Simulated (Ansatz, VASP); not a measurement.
## SnGe2: VASP beside Ansatz

```
Sn Ge
1.0
     3.96980    0.00000    0.00000
    -1.98490    3.43795    0.00000
     0.00000    0.00000   10.43083
Sn Ge
2 4
Direct
  0.33333 0.66667 0.99528
  0.66667 0.33333 0.49528
  0.66667 0.33333 0.19237
  0.00000 0.00000 0.31235
  0.33333 0.66667 0.69237
  0.00000 0.00000 0.81235
```

Alike in both runs: functional PBE; k mesh 12 × 12 × 4; occupations gaussian, width 0.1 eV; no spin polarisation.

Ansatz relaxed the structure, and its values are those at the end. VASP's run is a single point on that final structure, the one shown.

```csv
,VASP,Ansatz
version,VASP 6.6.1,Ansatz 0.2.0
potentials or method,"VASP PAW PBE potentials, release 64 (Sn_d, Ge_d), cutoff 520 eV","scalar-relativistic, plane waves, PAW"
valence electrons in the cell,84,84
```

```tsv
	VASP	Ansatz	Ansatz less VASP
gap on the k mesh at the Fermi level (eV)	none	none	-
pressure (GPa)	0.0	0.0	-0.01
```

A gap of «none» marks a metal or a gap that the smearing closes.
